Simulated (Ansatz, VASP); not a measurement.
**One calculation of SiO2, two programs**

The input INCAR:

```
PREC     = Accurate       # precision mode
ENCUT    = 520            # plane-wave cutoff, eV
EDIFF    = 1E-6           # SCF threshold, eV
ISMEAR   = -1             # smearing method
SIGMA    = 0.03           # smearing width, eV
LREAL    = False          # projectors in reciprocal space
LASPH    = True           # aspherical terms in the spheres
NELM     = 60             # most SCF steps
ALGO     = Normal         # electronic algorithm
ISIF     = 2              # what is computed and relaxed
LWAVE    = False          # write WAVECAR
LCHARG   = True           # write CHGCAR
GGA      = PE             # functional
LELF     = True           # ELF
LVHAR    = True         
NBANDS   = 25             # bands
```

Contents of KPOINTS:

```
regular mesh
0
Gamma
  7 7 7
```

File POSCAR:

```
SiO2
1.0
   -2.3740500000      2.3740500000      3.6316800000
    2.3740500000     -2.3740500000      3.6316800000
    2.3740500000      2.3740500000     -3.6316800000
Si O
2 4
Direct
    0.0000000000      0.0000000000      0.0000000000
    0.7500000000      0.2500000000      0.5000000000
    0.9983800000      0.6250000000      0.8733800000
    0.3750000000      0.2483800000      0.3733800000
    0.7516200000      0.1250000000      0.1266200000
    0.8750000000      0.0016200000      0.6266200000
```

Input for Ansatz:

```yaml
crystal:
  lattice:
    - [-2.37405, 2.37405, 3.63168]
    - [2.37405, -2.37405, 3.63168]
    - [2.37405, 2.37405, -3.63168]
  atoms:
    - { symbol: Si, position: [0.0, 0.0, 0.0] }
    - { symbol: Si, position: [0.75, 0.25, 0.5] }
    - { symbol: O, position: [0.99838, 0.625, 0.87338] }
    - { symbol: O, position: [0.375, 0.24838, 0.37338] }
    - { symbol: O, position: [0.75162, 0.125, 0.12662] }
    - { symbol: O, position: [0.875, 0.00162, 0.62662] }
kpoints:
  mp_grid: { grid: [7, 7, 7] }
  band_path:
    path:
      - [0.0, 0.0, 0.0]
      - [0.0, 0.0, 0.5]
      - [0.25, 0.25, 0.25]
      - [0.0, 0.5, 0.0]
      - [0.0, 0.0, 0.0]
      - [0.5, 0.5, -0.5]
      - [0.3568327931, 0.6431672069, -0.3568327931]
      - [-0.3568327931, 0.3568327931, 0.3568327931]
      - [0.0, 0.0, 0.0]
    npoints: 5
scf:
  occupations: { method: fermi_dirac, width: 0.03 }
hamiltonian:
  xc: pbe
  pseudopotentials: { kind: all_electron, lapw: { basis_error: 0.001 } }
output:
  forces: true
  stress: true
  eigenvalues: true
```

Change from the starting cell: zz strain of -3 %.

Alike in both runs: task single point; functional PBE; k mesh 7 × 7 × 7; occupations fermi-dirac, width 0.03 eV; no spin polarisation.

|  | VASP | Ansatz |
| --- | --- | --- |
| version | VASP 6.6.1 | Ansatz 0.2.0 |
| potentials or method | VASP PAW PBE potentials, release 64 (Si, O), cutoff 520 eV | all-electron LAPW, scalar-relativistic |

Ansatz gave:

* gap on the k mesh at the Fermi level (eV): 6.29
* pressure (GPa): 9.2
* traceless stress, the component that is largest in VASP (GPa): -0.27
* rms of the force components (eV/Å): 0.237

Problem. Which values does VASP return?

Solution. gap on the k mesh at the Fermi level (eV): 6.29; pressure (GPa): 9.5; traceless stress, the component that is largest in VASP (GPa): -0.21; rms of the force components (eV/Å): 0.239.

Atom by atom the forces differ by 0.002 eV/Å (rms over components). Ansatz ran all-electron here, and VASP with PAW potentials.
